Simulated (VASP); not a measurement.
W, 8 atoms in the cell. The structure is cubic, space group Pm-3n (No. 223). Conventional cell: a = 5.062 Å, b = 5.062 Å, c = 5.062 Å, α = 90.00°, β = 90.00°, γ = 90.00°. W (site symmetry -4m2) has 14 W at 2.53 to 3.10 Å within 3.3 Å. Within 3.7 Å of W (site symmetry m-3) lie 12 W at 2.83 Å. 

- Program: VASP 6.6.1
- Task: relaxation of cell and atoms
- Functional: PBE
- Dispersion: D3(BJ)
- Potentials or basis: VASP PAW PBE potentials, release 64 (W_sv)
- Cutoff: 600 eV
- k mesh: 8 × 8 × 8
- Occupations: gaussian, width 0.1 eV
- Spin: no spin polarisation
- Dipole correction: no
- Further INCAR settings: ALGO = Fast; EDIFF = 1e-06; IBRION = 2; EDIFFG = -0.005; NSW = 100; ISIF = 3

Potentials or basis: VASP PAW PBE potentials, release 64 (W_sv).

Command:

```sh
$ cat potpaw_PBE.64/W_sv/POTCAR > POTCAR
$ mpirun -np 1 vasp_std > vasp.out
```

Hardware: 1 thread of Intel Xeon 8259CL, with other jobs on the host.

Problem. How long does it take, and how much memory?

Solution. Run time: 20 min on 1 thread of Intel Xeon 8259CL, with other jobs on the host, peak memory 0.43 GiB. Counts: scf iterations 51, k points 35, ion steps 4.
